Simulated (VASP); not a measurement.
# Eu (Im-3m) in VASP: a series of runs

Runs on Eu. Level: LDA. Tasks: single point.

All numbers are computed with VASP 6.6.1; they aren't measurements. Logs are shortened: lines on timing, memory, paths and dates and some standing lists are left out, and cuts for length are marked.

### Step 1. The cell of the first run

Symmetry: Im-3m, No. 229, cubic system. The conventional cell has a = 4.109 Å, b = 4.109 Å, c = 4.109 Å, α = 90.00°, β = 90.00°, γ = 90.00°. Eu (site symmetry m-3m) has 14 Eu at 3.56 to 4.11 Å within 4.7 Å.

### Step 2. Single point, LDA, collinear spin, ferromagnetic start

Contents of INCAR:

```
  ALGO = Normal
  EDIFF = 1E-6
  ENCUT = 520
  GGA = CA
  ISIF = 2
  ISMEAR = 1
  ISPIN = 2
  LASPH = True
  LCHARG = False
  LMAXMIX = 6
  LORBIT = 11
  LREAL = False
  LWAVE = False
  MAGMOM = 6.925
  NBANDS = 18
  NELM = 150
  PREC = Accurate
  SIGMA = 0.2
```

Contents of KPOINTS:

```
k-points
0
Gamma
  11 11 11
```

Contents of POSCAR:

```
Eu
1.0
   -2.0544259245      2.0544259245      2.0544259245
    2.0544259245     -2.0544259245      2.0544259245
    2.0544259245      2.0544259245     -2.0544259245
Eu
1
Direct
    0.0000000000      0.0000000000      0.0000000000
```

Potentials or basis: VASP PAW PBE potentials, release 64 (Eu).

The run is started by

```
cat potpaw_PBE.64/Eu/POTCAR > POTCAR
mpirun -np 1 vasp_std > vasp.out
```

OUTCAR:

```text
EDIFF = 1E-6
   ENCUT = 520
   GGA = CA
   ISIF = 2
   ISMEAR = 1
   ISPIN = 2
   LASPH = True
   LORBIT = 11
   LREAL = False
   NELM = 150
   PREC = Accurate

 ion  position               nearest neighbor table
   1  0.000  0.000  0.000-

  LATTYP: Found a body centered cubic cell.
 ALAT       =     4.1088518490

  Lattice vectors:

 A1 = (  -2.0544259245,   2.0544259245,   2.0544259245)
 A2 = (   2.0544259245,  -2.0544259245,   2.0544259245)
 A3 = (   2.0544259245,   2.0544259245,  -2.0544259245)

Analysis of symmetry for initial positions (statically):
=====================================================================
 Subroutine PRICEL returns:
 Original cell was already a primitive cell.

 Routine SETGRP: Setting up the symmetry group for a
 body centered cubic supercell.

 Subroutine GETGRP returns: Found 48 space group operations
 (whereof 48 operations were pure point group operations)
 out of a pool of 48 trial point group operations.

The static configuration has the point symmetry O_h .

Analysis of symmetry for dynamics (positions and initial velocities):
=====================================================================
 Subroutine PRICEL returns:
 Original cell was already a primitive cell.

 Routine SETGRP: Setting up the symmetry group for a
 body centered cubic supercell.

 Subroutine GETGRP returns: Found 48 space group operations
 (whereof 48 operations were pure point group operations)
 out of a pool of 48 trial point group operations.

The dynamic configuration has the point symmetry O_h .

Analysis of structural, dynamic, and magnetic symmetry:
=====================================================================
 Subroutine PRICEL returns:
 Original cell was already a primitive cell.

 Routine SETGRP: Setting up the symmetry group for a
 body centered cubic supercell.

 Subroutine GETGRP returns: Found 48 space group operations
 (whereof 48 operations were pure point group operations)
 out of a pool of 48 trial point group operations.

The overall configuration has the point symmetry O_h .

 Subroutine INISYM returns: Found 48 space group operations
 (whereof 48 operations are pure point group operations),
 and found     1 'primitive' translations

----------------------------------------------------------------------------------------

                                     Primitive cell

  volume of cell :      34.6842

  direct lattice vectors                    reciprocal lattice vectors
    -2.054425924  2.054425924  2.054425924     0.000000000  0.243376991  0.243376991
     2.054425924 -2.054425924  2.054425924     0.243376991  0.000000000  0.243376991
     2.054425924  2.054425924 -2.054425924     0.243376991  0.243376991  0.000000000

  length of vectors
     3.558370082  3.558370082  3.558370082     0.344187042  0.344187042  0.344187042

  position of ions in fractional coordinates (direct lattice)
     0.000000000  0.000000000  0.000000000

  ion indices of the primitive-cell ions
   primitive index   ion index
                 1           1

----------------------------------------------------------------------------------------

 KPOINTS: k-points

Automatic generation of k-mesh.
 Grid dimensions read from file:
 generate k-points for:   11   11   11

 Generating k-lattice:

  Cartesian coordinates                     Fractional coordinates (reciprocal lattice)
     0.000000000  0.022125181  0.022125181     0.090909091  0.000000000  0.000000000
     0.022125181  0.000000000  0.022125181     0.000000000  0.090909091  0.000000000
     0.022125181  0.022125181  0.000000000     0.000000000  0.000000000  0.090909091

  Length of vectors
     0.031289731  0.031289731  0.031289731

  Shift w.r.t. Gamma in fractional coordinates (k-lattice)
     0.000000000  0.000000000  0.000000000

 Subroutine IBZKPT returns following result:
 ===========================================

 Found     56 irreducible k-points:

 Following reciprocal coordinates:
            Coordinates               Weight
  0.000000  0.000000  0.000000      1.000000
  0.090909  0.000000  0.000000     12.000000
  0.181818  0.000000  0.000000     12.000000
  0.272727  0.000000  0.000000     12.000000
  0.363636  0.000000  0.000000     12.000000
  0.454545  0.000000  0.000000     12.000000
[... 16 lines left out ...]
  0.272727  0.181818  0.090909     48.000000
  0.363636  0.181818  0.090909     24.000000
 [... further k-points ...]
   k-points           NKPTS =     56   k-points in BZ     NKDIM =     56   number of bands    NBANDS=     18
   number of dos      NEDOS =    301   number of ions     NIONS =      1
   total plane-waves  NPLWV =  21952
   dimension x,y,z NGX =    28 NGY =   28 NGZ =   28
   dimension x,y,z NGXF=    56 NGYF=   56 NGZF=   56
   ions per type =               1
   NGX,Y,Z   is equivalent  to a cutoff of  13.08, 13.08, 13.08 a.u.
   NGXF,Y,Z  is equivalent  to a cutoff of  26.16, 26.16, 26.16 a.u.
 SYSTEM =  unknown system
   PREC   = accura    normal or accurate (medium, high low for compatibility)
   ISTART =      0    job   : 0-new  1-cont  2-samecut
   ICHARG =      2    charge: 1-file 2-atom 10-const
   ISPIN  =      2    spin polarized calculation?
   LNONCOLLINEAR =      F non collinear calculations
   LSORBIT =      F    spin-orbit coupling
   LASPH  =      T    aspherical Exc in radial PAW
   ENCUT  =  520.0 eV  38.22 Ry    6.18 a.u.   6.62  6.62  6.62*2*pi/ulx,y,z
   NELM   =    150;   NELMIN=  2; NELMDL= -5     # of ELM steps
   EDIFF  = 0.1E-05   stopping-criterion for ELM
   LREAL  =      F    real-space projection
   EDIFFG = 0.1E-04   stopping-criterion for IOM
   NSW    =      0    number of steps for IOM
   IBRION =     -1    ionic relax: 0-MD 1-quasi-New 2-CG
   NFREE  =      0    steps in history (QN), initial steepest desc. (CG)
   ISIF   =      2    stress and relaxation
   ISYM   =      2    0-nonsym 1-usesym 2-fastsym
   POTIM  = 0.5000    time-step for ionic-motion
   TEBEG  =    0.0;   TEEND  =   0.0 temperature during run
   PSTRESS=    0.0 pullay stress
   NELECT =      17.0000    total number of electrons
   NUPDOWN=      -1.0000    fix difference up-down
   EMIN   =  10.00;   EMAX   =-10.00  energy-range for DOS
   EFERMI =   0.00;   METHOD = LEGACY
   ISMEAR =     1;   SIGMA  =   0.20  broadening in eV -4-tet -1-fermi 0-gaus
   EFERMI_NEDOS =   21; number of points for ismear=-14 and -15
   IALGO  =     38    algorithm
   IMIX   =      4    mixing-type and parameters
     AMIX     =   0.40;   BMIX     =  1.00
     AMIX_MAG =   1.60;   BMIX_MAG =  1.00
  volume/ion in A,a.u.               =      34.68       234.06
  Fermi-wavevector in a.u.,A,eV,Ry     =   1.290765  2.439193 22.668331  1.666075
  Thomas-Fermi vector in A             =   2.422577
   LORBIT       =     11    0 simple, 1 ext, 2 COOP (PROOUT), +10 PAW based schemes
   GGA     = CA    functional components
   LHFCALC =     F    Hartree Fock is set to
   AEXX    =    0.0000 exact exchange contribution
   IVDW    =     0    specifies the selected vdW correction
   LEPSILON=     F    determine dielectric tensor
   LRPA    =     F    only Hartree local field effects (RPA)
 spin polarized calculation
 Methfessel and Paxton  Order N= 1 SIGMA  =   0.20
  energy-cutoff  :      520.00
  volume of cell :       34.68
 maximum number of plane-waves:       959
   NGX = 13   NGY = 13   NGZ = 13

 number of electron      17.0000002 magnetization       7.1911573

 Free energy of the ion-electron system (eV)
  ---------------------------------------------------
  ext. energy  EPLUGINS =         0.00000000
  ---------------------------------------------------
  free energy    TOTEN  =       -11.39286448 eV

  energy without entropy =      -11.43520177  energy(sigma->0) =      -11.40697691

 E-fermi :   2.5095     XC(G=0):  -9.9365

 val. band max:        2.4764869021   @ k =   0.3636   0.1818   0.0909
 cond. band min:       2.5139938324   @ k =  -0.3636   0.4545   0.2727
 fundamental gap:      0.0375069303
 Fermi energy:         2.5095173298

 spin component 1

 k-point     1 :       0.0000    0.0000    0.0000
  band No.  band energies     occupation
      1     -38.6157      1.00000
      2     -17.1211      1.00000
      3     -17.1211      1.00000
      4     -17.1211      1.00000
      5      -1.9413      1.00000
      6       2.0694      1.00397
[... 10 lines left out ...]
     17       6.6521      0.00000
     18      13.1487      0.00000

 k-point     2 :       0.0909    0.0000    0.0000
  band No.  band energies     occupation
      1     -38.6090      1.00000
      2     -17.1932      1.00000
      3     -17.1428      1.00000
      4     -17.1216      1.00000
      5      -1.7018      1.00000
      6       2.0630      1.00351
[... 10 lines left out ...]
     17       6.6659      0.00000
     18      13.3748      0.00000
[... 442 lines left out ...]
 k-point    24 :       0.3636    0.1818    0.0909
  band No.  band energies     occupation
      1     -38.5274      1.00000
      2     -17.8090      1.00000
      3     -17.4994      1.00000
      4     -17.2593      1.00000
      5       1.6005      1.00000
      6       2.0962      1.00641
[... 10 lines left out ...]
     17       9.5798      0.00000
     18      10.7884      0.00000

 [... further k-points ...]

 spin component 2

 k-point     1 :       0.0000    0.0000    0.0000
  band No.  band energies     occupation
      1     -35.8104      1.00000
      2     -14.9287      1.00000
      3     -14.9287      1.00000
      4     -14.9287      1.00000
      5      -1.2258      1.00000
      6       5.4737     -0.00000
[... 10 lines left out ...]
     17       7.6966      0.00000
     18      14.1561      0.00000

 k-point     2 :       0.0909    0.0000    0.0000
  band No.  band energies     occupation
      1     -35.8022      1.00000
      2     -15.0176      1.00000
      3     -14.9545      1.00000
      4     -14.9295      1.00000
      5      -0.9726      1.00000
      6       5.2036     -0.00000
[... 10 lines left out ...]
     17       7.7793      0.00000
     18      14.3750      0.00000
[... 442 lines left out ...]
 k-point    24 :       0.3636    0.1818    0.0909
  band No.  band energies     occupation
      1     -35.7008      1.00000
      2     -15.7606      1.00000
      3     -15.3859      1.00000
      4     -15.0989      1.00000
      5       2.4765      0.63767
      6       3.5120     -0.00000
[... 10 lines left out ...]
     17      10.8392      0.00000
     18      12.1119      0.00000

 [... further k-points ...]

------------------------ aborting loop because EDIFF is reached ----------------------------------------

  FORCE on cell =-STRESS in cart. coord.  units (eV):
  Direction    XX          YY          ZZ          XY          YZ          ZX
  --------------------------------------------------------------------------------------
  -------------------------------------------------------------------------------------
  Total       -0.0938119     -0.0938119     -0.0938119      0.0000000      0.0000000      0.0000000
  in kB       -4.3334833     -4.3334833     -4.3334833      0.0000000      0.0000000      0.0000000
  external PRESSURE =      -4.3334833 kB  Pullay stress =       0.0000000 kB

 VOLUME and BASIS-vectors are now :
 -----------------------------------------------------------------------------
  energy-cutoff  :      520.00
  volume of cell :       34.68
      direct lattice vectors                 reciprocal lattice vectors
    -2.054425924  2.054425924  2.054425924     0.000000000  0.243376991  0.243376991
     2.054425924 -2.054425924  2.054425924     0.243376991  0.000000000  0.243376991
     2.054425924  2.054425924 -2.054425924     0.243376991  0.243376991  0.000000000

 POSITION                                       TOTAL-FORCE (eV/Angst)
 -----------------------------------------------------------------------------------
      0.00000      0.00000      0.00000         0.000000      0.000000      0.000000
 -----------------------------------------------------------------------------------
    total drift:                               -0.000000     -0.000000     -0.000000

  FREE ENERGIE OF THE ION-ELECTRON SYSTEM (eV)
  ---------------------------------------------------
  free  energy   TOTEN  =       -11.3928644809 eV

  energy  without entropy=      -11.4352017731  energy(sigma->0) =      -11.40697691

 total charge

# of ion       s       p       d       f       tot
--------------------------------------------------
    1        2.093   5.641   0.395   6.600  14.729

 magnetization (x)

# of ion       s       p       d       f       tot
--------------------------------------------------
    1        0.002  -0.068   0.138   6.593   6.666
```

Run time: 59 s. Hardware: 1 thread of Intel Xeon Platinum 8488C (Sapphire Rapids), shared host; peak memory 0.2 GiB.

Results:

```yaml
Free_energy: -11.3929 eV
Pressure: -0.4 GPa
Net_moment: 7.19 μB per cell
Site_moments: Eu +6.67 μB
Valence_electrons_inside_the_program's_atomic_spheres: Eu 14.73
```

Levels at points of the mesh, in eV from the Fermi level:
Spin up:
```tsv
k point	band 10	band 11	band 12	band 13	band 14	band 15
(0.00, 0.00, 0.00)	-0.18	-0.18	-0.12	1.98	1.98	1.98
```
Spin down:
| k point | band 2 | band 3 | band 4 | band 5 | band 6 | band 7 | band 8 | band 9 |
| --- | --- | --- | --- | --- | --- | --- | --- | --- |
| (0.00, 0.00, 0.00) | -17.44 | -17.44 | -17.44 | -3.74 | 2.96 | 2.96 | 2.96 | 3.63 |

Caveat: the PAW data sets were made with another functional, which shifts forces and pressure a little; spin-orbit coupling is left out, which moves the levels of the heavy elements. The state reached can hang on the start; a lower one may exist.

### Step 3. Single point, LDA, collinear spin, ferromagnetic start

Contents of INCAR:

```
SYSTEM = Eu
PREC     = Accurate       ! precision mode
ENCUT    = 520            ! plane-wave cutoff, eV
EDIFF    = 1E-7           ! SCF threshold, eV
ISMEAR   = -1             ! smearing method
SIGMA    = 0.05           ! smearing width, eV
LREAL    = .False.        ! projectors in reciprocal space
LASPH    = .True.         ! aspherical terms in the spheres
NELM     = 150            ! most SCF steps
ALGO     = Normal         ! electronic algorithm
ISIF     = 2              ! what is computed and relaxed
LWAVE    = .False.        ! write WAVECAR
LCHARG   = .False.        ! write CHGCAR
ISPIN    = 2              ! spin polarisation
MAGMOM   = 6.925          ! initial moments
LORBIT   = 11             ! projections on sites
LMAXMIX  = 6              ! l up to which the mixer works
GGA      = CA             ! functional
NBANDS   = 18             ! bands
```

Contents of KPOINTS:

```
regular mesh
0
Gamma
  12 12 12
  0 0 0
```

POSCAR is that of step 2.

Potentials or basis: VASP PAW PBE potentials, release 64 (Eu).

The run is started by

```
cat potpaw_PBE.64/Eu/POTCAR > POTCAR
mpirun -np 1 vasp_std > vasp.out
```

It took 75 s on 1 thread of Intel Xeon Platinum 8488C (Sapphire Rapids), shared host; peak memory 0.21 GiB.

The run converged. Its results:

```yaml
Free_energy: -11.4135 eV
Pressure: -0.3 GPa
Net_moment: 7.13 μB per cell
Site_moments: Eu +6.64 μB
Valence_electrons_inside_the_program's_atomic_spheres: Eu 14.72
```

Levels at points of the mesh, in eV from the Fermi level:
Spin up:
```
           k point  band 10  band 11  band 12  band 13  band 14  band 15
(0.00, 0.00, 0.00)    -0.31    -0.31    -0.25     1.93     1.93     1.93
(0.50, 0.00, 0.00)    -0.34    -0.32    -0.28     0.26     1.75     4.04
(0.50, 0.50, 0.50)    -0.47    -0.28    -0.28    -0.28     6.28     6.28
```
Spin down:
```tsv
k point	band 2	band 3	band 4	band 5	band 6	band 7	band 8	band 9
(0.00, 0.00, 0.00)	-17.54	-17.54	-17.54	-3.81	2.89	2.89	2.89	3.51
(0.50, 0.00, 0.00)	-18.54	-17.85	-17.55	-1.22	1.10	2.32	3.47	3.81
(0.50, 0.50, 0.50)	-18.22	-18.22	-18.22	-0.79	-0.79	3.68	3.68	3.68
```

Caveat: the PAW data sets were made with another functional, which shifts forces and pressure a little; spin-orbit coupling is left out, which moves the levels of the heavy elements. The state reached can hang on the start; a lower one may exist.

### Step 4. Single point, LDA, collinear spin, ferromagnetic start

Contents of INCAR:

```
SYSTEM = Eu
PREC = Accurate ; ENCUT = 520
EDIFF = 1E-6 ; ISMEAR = -1
SIGMA = 0.05 ; LREAL = .FALSE.
LASPH = .TRUE. ; NELM = 150
ALGO = Normal ; ISIF = 2
LWAVE = .FALSE. ; LCHARG = .FALSE.
ISPIN = 2 ; MAGMOM = 6.925
LORBIT = 11 ; LMAXMIX = 6
GGA = CA ; NBANDS = 18
```

Contents of KPOINTS:

```
regular mesh
0
G
  14 14 14
  0 0 0
```

POSCAR is that of step 3.

The run is started by

```
cat potpaw_PBE.64/Eu/POTCAR > POTCAR
mpirun -np 1 vasp_std > vasp.out
```

Run time: 95 s. Hardware: 1 thread of Intel Xeon Platinum 8488C (Sapphire Rapids), shared host; peak memory 0.24 GiB.

The run converged. Its results:

```
Free energy                                           : -11.4120 eV
Pressure                                              : -0.3 GPa
Net moment                                            : 7.13 μB per cell
Site moments                                          : Eu +6.64 μB
Valence electrons inside the program's atomic spheres : Eu 14.72
```

Levels at points of the mesh, in eV from the Fermi level:
Spin up:
```csv
k point,band 9,band 10,band 11,band 12,band 13,band 14,band 15,band 16
"(0.00, 0.00, 0.00)",-0.31,-0.31,-0.31,-0.24,1.93,1.93,1.93,4.10
"(0.50, 0.00, 0.00)",-0.35,-0.34,-0.32,-0.28,0.26,1.75,4.05,4.88
"(0.50, 0.50, 0.50)",-0.47,-0.47,-0.27,-0.27,-0.27,6.28,6.28,6.28
```
Spin down:
| k point | band 2 | band 3 | band 4 | band 5 | band 6 | band 7 | band 8 | band 9 |
| --- | --- | --- | --- | --- | --- | --- | --- | --- |
| (0.00, 0.00, 0.00) | -17.53 | -17.53 | -17.53 | -3.80 | 2.89 | 2.89 | 2.89 | 3.51 |
| (0.50, 0.00, 0.00) | -18.54 | -17.85 | -17.55 | -1.21 | 1.10 | 2.33 | 3.47 | 3.81 |
| (0.50, 0.50, 0.50) | -18.21 | -18.21 | -18.21 | -0.79 | -0.79 | 3.68 | 3.68 | 3.68 |

Caveat: the PAW data sets were made with another functional, which shifts forces and pressure a little; spin-orbit coupling is left out, which moves the levels of the heavy elements.

### Step 5. Summary

```csv
k mesh,smearing,gap on the mesh (eV),pressure (GPa),moment (μB)
11 × 11 × 11,methfessel-paxton 0.2 eV,none,-0.4,7.19
12 × 12 × 12,fermi-dirac 0.05 eV,none,-0.3,7.13
14 × 14 × 14,fermi-dirac 0.05 eV,none,-0.3,7.13
```

Alike in all rows: task single point; level LDA; potentials or basis VASP PAW PBE potentials, release 64 (Eu); spin collinear, ferromagnetic start; cell as given; cutoff (eV) 520.

Every run on the cell as given and a fine mesh finds a metal.

Caveats: the PAW data sets were made with another functional, which shifts forces and pressure a little; spin-orbit coupling is left out, which moves the levels of the heavy elements.

Total energies depend on the potentials used, so only differences within one code and one set of settings carry meaning.
